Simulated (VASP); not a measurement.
A run of VASP 6.6.1:

File INCAR:

```
SYSTEM = GaP
  ALGO = Normal
  EDIFF = 1E-6
  ENCUT = 520
  GGA = RE
  ISIF = 2
  ISMEAR = -1
  IVDW = 13
  LASPH = .True.
  LCHARG = .True.
  LELF = .True.
  LREAL = .False.
  LVHAR = .True.
  LWAVE = .False.
  NBANDS = 16
  NELM = 80
  PREC = Accurate
  SIGMA = 0.05
```

Contents of KPOINTS:

```
k-points
0
Gamma
  8 8 8
  0 0 0
```

File POSCAR:

```
GaP
1.0
    0.0000000000      2.7014752399      2.7014752399
    2.7014752399      0.0000000000      2.7014752399
    2.7014752399      2.7014752399      0.0000000000
Ga P
1 1
Direct
    0.0000000000      0.0000000000      0.0000000000
    0.7500000000      0.7500000000      0.7500000000
```

Potentials or basis: VASP PAW PBE potentials, release 64 (Ga_d, P).

Run with:

```sh
$ cat potpaw_PBE.64/Ga_d/POTCAR potpaw_PBE.64/P/POTCAR > POTCAR
$ mpirun -np 1 vasp_std > vasp.out
```

Hardware: 1 thread of Intel Xeon 8259CL (shared host).

Question: Estimate the wall time of this run.

Answer: Run time: 19 s on 1 thread of Intel Xeon 8259CL, with other jobs on the host, peak memory 0.16 GiB. Counts: scf iterations 12, k points 29.
